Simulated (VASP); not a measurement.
# O (R-3m) in VASP: a series of runs, part 2 of 2

VASP 6.6.1. The steps go on from the part before.

## Step 4: Single point, PBE, collinear spin, ferromagnetic start (18.68 Å³/atom)

This run uses another cell than the first one, of 18.68 Å³/atom.

INCAR

```
  PREC = Accurate
  ENCUT = 520
  EDIFF = 1E-6
  ISMEAR = -1
  SIGMA = 0.02
  LREAL = False
  LASPH = True
  NELM = 150
  ALGO = Normal
  ISIF = 2
  LWAVE = False
  LCHARG = False
  ISPIN = 2
  MAGMOM = 1 1
  LORBIT = 11
  GGA = PE
  NBANDS = 17
```

KPOINTS

```
Automatic mesh
0
Gamma
  8 8 8
```

POSCAR

```
O
1.0
    1.6915326261      0.9766068170      3.7689524150
   -1.6915326261      0.9766068170      3.7689524150
    0.0000000000     -1.9532136340      3.7689524150
O
2
Direct
    0.9453852800      0.9453852800      0.9453852800
    0.0546147200      0.0546147200      0.0546147200
```

Potentials or basis: VASP PAW PBE potentials, release 64 (O).

Started as:

```
> cat potpaw_PBE.64/O/POTCAR > POTCAR
> mpirun -np 1 vasp_std > vasp.out
```

OUTCAR:

```text
PREC = Accurate
   ENCUT = 520
   EDIFF = 1E-6
   ISMEAR = -1
   LREAL = False
   LASPH = True
   NELM = 150
   ISIF = 2
   ISPIN = 2
   LORBIT = 11
   GGA = PE

 ion  position               nearest neighbor table
   1  0.945  0.945  0.945-   2 1.24
   2  0.055  0.055  0.055-   1 1.24

  LATTYP: Found a trigonal (rhomboedric) cell.
 ALAT       =     4.2450024507
 COS(alpha) =     0.6824333683

  Lattice vectors:

 A1 = (   1.6915326261,   0.9766068170,   3.7689524150)
 A2 = (  -1.6915326261,   0.9766068170,   3.7689524150)
 A3 = (   0.0000000000,  -1.9532136340,   3.7689524150)

Analysis of symmetry for initial positions (statically):
=====================================================================
 Subroutine PRICEL returns:
 Original cell was already a primitive cell.

 Routine SETGRP: Setting up the symmetry group for a
 trigonal (rhombohedral) supercell.

 Subroutine GETGRP returns: Found 12 space group operations
[... 676 lines left out ...]
      4      -7.1222      1.00000
      5      -7.1222      1.00000
      6      -0.5536      0.00000
[... 459 lines left out ...]
      6      -0.7726      0.00000
[... 9 lines left out ...]
     16      20.2124      0.00000
     17      23.2333      0.00000

 [... further k-points ...]

------------------------ aborting loop because EDIFF is reached ----------------------------------------

  FORCE on cell =-STRESS in cart. coord.  units (eV):
  Direction    XX          YY          ZZ          XY          YZ          ZX
  --------------------------------------------------------------------------------------
  -------------------------------------------------------------------------------------
  Total        0.1632356      0.1632356     -0.0517039      0.0000000     -0.0000000     -0.0000000
  in kB        7.0008922      7.0008922     -2.2174904      0.0000000     -0.0000000     -0.0000000
  external PRESSURE =       3.9280980 kB  Pullay stress =       0.0000000 kB

 VOLUME and BASIS-vectors are now :
 -----------------------------------------------------------------------------
  energy-cutoff  :      520.00
  volume of cell :       37.36
      direct lattice vectors                 reciprocal lattice vectors
     1.691532626  0.976606817  3.768952415     0.295589924  0.170658922  0.088441906
    -1.691532626  0.976606817  3.768952415    -0.295589924  0.170658922  0.088441906
     0.000000000 -1.953213634  3.768952415     0.000000000 -0.341317844  0.088441906

 POSITION                                       TOTAL-FORCE (eV/Angst)
 -----------------------------------------------------------------------------------
      0.00000      0.00000     10.68934         0.000000      0.000000      0.128858
      0.00000      0.00000      0.61752         0.000000     -0.000000     -0.128858
 -----------------------------------------------------------------------------------
    total drift:                               -0.000000     -0.000000      0.000000

  FREE ENERGIE OF THE ION-ELECTRON SYSTEM (eV)
  ---------------------------------------------------
  free  energy   TOTEN  =        -9.8766070309 eV

  energy  without entropy=       -9.8766070309  energy(sigma->0) =       -9.87660703

 total charge

# of ion       s       p       d       tot
------------------------------------------
    1        1.612   3.275   0.000   4.887
    2        1.612   3.275   0.000   4.887
--------------------------------------------------
tot          3.224   6.549   0.000   9.773

 magnetization (x)

# of ion       s       p       d       tot
------------------------------------------
    1        0.011   0.802   0.000   0.813
    2        0.011   0.802   0.000   0.813
--------------------------------------------------
tot          0.021   1.604   0.000   1.625
```

OSZICAR:

```text
N       E                     dE             d eps       ncg     rms          rms(c)
DAV:   1     0.413286561763E+02    0.41329E+02   -0.53099E+03  4460   0.585E+02
DAV:   2    -0.804273256083E+01   -0.49371E+02   -0.46464E+02  5805   0.150E+02
DAV:   3    -0.980446131098E+01   -0.17617E+01   -0.17565E+01  4969   0.253E+01
DAV:   4    -0.981072058911E+01   -0.62593E-02   -0.62590E-02  5763   0.177E+00
DAV:   5    -0.981074913693E+01   -0.28548E-04   -0.28548E-04  4913   0.113E-01    0.643E+00
DAV:   6    -0.984249609585E+01   -0.31747E-01   -0.96846E-01  4691   0.665E+00    0.296E+00
DAV:   7    -0.985900198602E+01   -0.16506E-01   -0.19500E-01  4539   0.345E+00    0.151E+00
DAV:   8    -0.987375134778E+01   -0.14749E-01   -0.39930E-02  4776   0.157E+00    0.419E-01
DAV:   9    -0.987592558653E+01   -0.21742E-02   -0.32137E-03  4796   0.436E-01    0.201E-01
DAV:  10    -0.987655754408E+01   -0.63196E-03   -0.53279E-04  4811   0.190E-01    0.413E-02
DAV:  11    -0.987659542089E+01   -0.37877E-04   -0.53064E-05  4869   0.551E-02    0.186E-02
DAV:  12    -0.987660615756E+01   -0.10737E-04   -0.75947E-06  4878   0.218E-02    0.609E-03
DAV:  13    -0.987660703093E+01   -0.87337E-06   -0.54073E-07  4994   0.565E-03
   1 F= -.98766070E+01 E0= -.98766070E+01  d E =-.653485E-13  mag=     2.0000
```

stdout:

```text
POSCAR found type information on POSCAR O
 POSCAR found :  1 types and       2 ions
 scaLAPACK will be used
 LDA part: xc-table for (Slater+PW92), standard interpolation
 POSCAR, INCAR and KPOINTS ok, starting setup
 FFT: planning ... GRIDC
 FFT: planning ... GRID_SOFT
 FFT: planning ... GRID
 WAVECAR not read
 entering main loop
```

It took 50 s on 1 thread of Intel Xeon Platinum 8375C at 2.90GHz (Ice Lake), shared host; peak memory 0.22 GiB.

Results:

```yaml
Free_energy: -9.8766 eV
Pressure: 0.4 GPa
Largest_force: 0.129 eV/Å
Band_gap_on_the_k_mesh: 1.36 eV (least direct gap 1.41 eV)
Net_moment: 2.00 μB per cell
Site_moments: O +0.81 μB
Valence_electrons_inside_the_program's_atomic_spheres: O 4.89
```

Forces on the atoms (eV/Å):
```
O    0.000  0.000  0.129
O    0.000  0.000 -0.129
```

Levels at points of the mesh, in eV from the valence-band top:
Spin up:
```tsv
k point	band 3	band 4	band 5	band 6	band 7	band 8	band 9	band 10	band 11	band 12
(0.00, 0.00, 0.00)	-7.30	-6.27	-6.27	-0.13	-0.13	6.82	10.26	13.86	15.75	18.26
(0.50, 0.00, 0.00)	-7.09	-6.82	-6.40	-0.53	-0.32	9.12	11.10	11.14	15.40	15.71
(0.50, 0.50, 0.00)	-7.00	-6.56	-6.51	-0.80	-0.06	8.73	10.83	12.29	13.02	15.69
(0.50, 0.50, 0.50)	-6.45	-6.32	-6.32	0.00	0.00	6.91	7.95	11.91	17.51	17.51
```
Spin down:
```tsv
k point	band 1	band 2	band 3	band 4	band 5	band 6	band 7	band 8	band 9	band 10
(0.00, 0.00, 0.00)	-24.69	-12.11	-6.47	-4.32	-4.32	2.25	2.25	7.23	11.29	13.93
(0.50, 0.00, 0.00)	-24.60	-12.11	-5.93	-5.34	-4.48	1.73	2.00	9.95	11.53	11.93
(0.50, 0.50, 0.00)	-24.59	-12.25	-5.65	-5.22	-4.60	1.36	2.35	9.65	11.20	13.03
(0.50, 0.50, 0.50)	-24.66	-12.56	-5.52	-4.38	-4.38	2.42	2.42	7.63	8.23	12.65
```

Caveat: the standard files for N, O and F lose accuracy on very short bonds; this functional lacks dispersion, which holds the molecules together, so the pressure and a relaxed volume are unreliable. A k mesh can miss the band edges.

## Step 5: Single point, PBE, collinear spin, ferromagnetic start (19.22 Å³/atom)

This run uses another cell than the first one, of 19.22 Å³/atom.

INCAR

```
SYSTEM = O
  ALGO = Normal
  EDIFF = 1E-6
  ENCUT = 520
  GGA = PE
  ISIF = 2
  ISMEAR = -1
  ISPIN = 2
  LASPH = .True.
  LCHARG = .False.
  LORBIT = 11
  LREAL = .False.
  LWAVE = .False.
  MAGMOM = 1 1
  NBANDS = 17
  NELM = 150
  PREC = Accurate
  SIGMA = 0.02
```

KPOINTS

```
k-points
0
Gamma
  8 8 8
  0 0 0
```

POSCAR

```
O
1.0
    1.7077983607      0.9859978433      3.8051945654
   -1.7077983607      0.9859978433      3.8051945654
    0.0000000000     -1.9719956866      3.8051945654
O
2
Direct
    0.9453852800      0.9453852800      0.9453852800
    0.0546147200      0.0546147200      0.0546147200
```

Started as:

```
> cat potpaw_PBE.64/O/POTCAR > POTCAR
> mpirun -np 1 vasp_std > vasp.out
```

Wall time 51 s (1 thread of Intel Xeon Platinum 8375C at 2.90GHz (Ice Lake), shared host); peak memory 0.22 GiB.

It converged, with:

```yaml
Free_energy: -9.8759 eV
Pressure: -1.1 GPa
Largest_force: 0.935 eV/Å
Band_gap_on_the_k_mesh: 1.41 eV (least direct gap 1.46 eV)
Net_moment: 2.00 μB per cell
Site_moments: O +0.81 μB
Valence_electrons_inside_the_program's_atomic_spheres: O 4.87
```

Forces in eV/Å, atoms in the order of the input:
```
O    0.000  0.000  0.935
O    0.000  0.000 -0.935
```

Stress tensor (GPa, compression positive):
```
 0.56  0.00  0.00
 0.00  0.56  0.00
 0.00  0.00 -4.52
```

Levels at points of the mesh, in eV from the valence-band top:
Spin up:
```tsv
k point	band 5	band 6	band 7	band 8	band 9	band 10
(0.00, 0.00, 0.00)	-6.08	-0.13	-0.13	6.83	9.95	13.83
(0.50, 0.00, 0.00)	-6.21	-0.50	-0.30	8.96	10.95	11.12
(0.50, 0.50, 0.00)	-6.30	-0.75	-0.05	8.53	10.84	12.18
(0.50, 0.50, 0.50)	-6.13	0.00	0.00	6.80	8.00	11.70
```
Spin down:
| k point | band 2 | band 3 | band 4 | band 5 | band 6 | band 7 | band 8 | band 9 |
| --- | --- | --- | --- | --- | --- | --- | --- | --- |
| (0.00, 0.00, 0.00) | -12.10 | -6.30 | -4.13 | -4.13 | 2.25 | 2.25 | 7.23 | 10.99 |
| (0.50, 0.00, 0.00) | -12.11 | -5.80 | -5.10 | -4.28 | 1.76 | 2.02 | 9.81 | 11.51 |
| (0.50, 0.50, 0.00) | -12.23 | -5.53 | -4.99 | -4.40 | 1.41 | 2.35 | 9.45 | 11.21 |
| (0.50, 0.50, 0.50) | -12.52 | -5.41 | -4.19 | -4.19 | 2.41 | 2.41 | 7.53 | 8.27 |

Caveat: the standard files for N, O and F lose accuracy on very short bonds; the stress differs along the axes, from -5 to 1 GPa; this functional lacks dispersion, which holds the molecules together, so the pressure and a relaxed volume are unreliable. A k mesh can miss the band edges.

## Step 6: Summary

| cell | gap on the mesh (eV) | pressure (GPa) | moment (μB) | largest force (eV/Å) |
| --- | --- | --- | --- | --- |
| a = 4.118 Å, angles 47.0°, 2 atoms | 1.18 | 6.6 | 2.00 | 2.88 |
| a = 4.161 Å, angles 47.0°, 2 atoms | 1.24 | 4.2 | 2.00 | 1.77 |
| a = 4.245 Å, angles 47.0°, 2 atoms | 1.36 | 0.4 | 2.00 | 0.13 |
| a = 4.286 Å, angles 47.0°, 2 atoms | 1.41 | -1.1 | 2.00 | 0.93 |

Alike in all rows: task single point; level PBE; potentials or basis VASP PAW PBE potentials, release 64 (O); spin collinear, ferromagnetic start; k mesh 8 × 8 × 8; cutoff (eV) 520; smearing fermi-dirac 0.02 eV.

Caveats: the standard files for N, O and F lose accuracy on very short bonds; this functional lacks dispersion, which holds the molecules together, so the pressure and a relaxed volume are unreliable; forces of over 1 eV/Å act on the atoms, so gaps and moduli don't describe the material at rest (at least some runs); the stress differs along the axes, from 1 to 17 GPa (at least some runs); the stress differs along the axes, from 1 to 11 GPa (at least some runs); the stress differs along the axes, from -5 to 1 GPa (at least some runs).

Total energies depend on the potentials used, so only differences within one code and one set of settings carry meaning.
